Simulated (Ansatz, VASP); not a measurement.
**One calculation of GeCN2, two programs**

File INCAR:

```
SYSTEM = GeCN2
PREC = Accurate ; ENCUT = 600
EDIFF = 1E-6 ; ISMEAR = 0
SIGMA = 0.02 ; LREAL = .FALSE.
LASPH = .TRUE. ; NELM = 100
ALGO = Normal ; ISIF = 3
LWAVE = .FALSE. ; LCHARG = .FALSE.
IBRION = 2 ; NSW = 100
EDIFFG = -0.005
```

The input KPOINTS:

```
Automatic mesh
0
G
  9 9 9
  0 0 0
```

File POSCAR:

```
GeCN2
1.0
    1.7937903697      1.0356453528      4.9219572124
   -1.7937903697      1.0356453528      4.9219572124
    0.0000000000     -2.0712907057      4.9219572124
Ge C N
1 1 2
Direct
    0.0000000000      0.0000000000      0.0000000000
    0.5000000000      0.5000000000      0.5000000000
    0.4160956000      0.4160956000      0.4160956000
    0.5839044000      0.5839044000      0.5839044000
```

Input for Ansatz:

```yaml
crystal:
  lattice:
    - [1.7937903697, 1.0356453528, 4.9219572124]
    - [-1.7937903697, 1.0356453528, 4.9219572124]
    - [0.0, -2.0712907057, 4.9219572124]
  atoms:
    - { symbol: Ge, position: [0.0, 0.0, 0.0] }
    - { symbol: C, position: [0.5, 0.5, 0.5] }
    - { symbol: "N", position: [0.4160956, 0.4160956, 0.4160956] }
    - { symbol: "N", position: [0.5839044, 0.5839044, 0.5839044] }
basis:
  ecutwfc: 420
kpoints:
  mp_grid: { grid: [9, 9, 9] }
hamiltonian:
  xc: lda
scf:
  occupations: { method: gaussian, width: 0.02 }
output:
  forces: true
  stress: true
  eigenvalues: true
relax:
  adjacent_minimum: "off"
  f_tol: 0.005
  max_steps: 80
  cell: { stress_tol: 0.05 }
```

Alike in both runs: task relaxation of cell and atoms; functional LDA; k mesh 9 × 9 × 9; occupations gaussian, width 0.02 eV; no spin polarisation.

|  | VASP | Ansatz |
| --- | --- | --- |
| version | VASP 6.6.1 | Ansatz 0.2.0 |
| potentials or method | VASP PAW LDA potentials, release 64 (Ge_d, C, N), cutoff 600 eV | scalar-relativistic, plane waves, PAW |
| valence electrons in the cell | 28 | 28 |

Ansatz gave:

| Property | Result |
| --- | --- |
| gap on the k mesh at the Fermi level, each at its own relaxed structure (eV) | 0.82 |
| relaxed volume (Å³/atom) | 12.49 |
| relaxed cell length with the largest relative difference (Å) | 5.250 |

Task: Estimate VASP's values.

Result: gap on the k mesh at the Fermi level, each at its own relaxed structure (eV): 0.79; relaxed volume (Å³/atom): 12.45; relaxed cell length with the largest relative difference (Å): 5.253.

LDA's correlation is that of Perdew and Zunger in VASP and of Perdew and Wang (1992) in Ansatz.

Noted on VASP's run: the standard files for N, O and F lose accuracy on very short bonds.
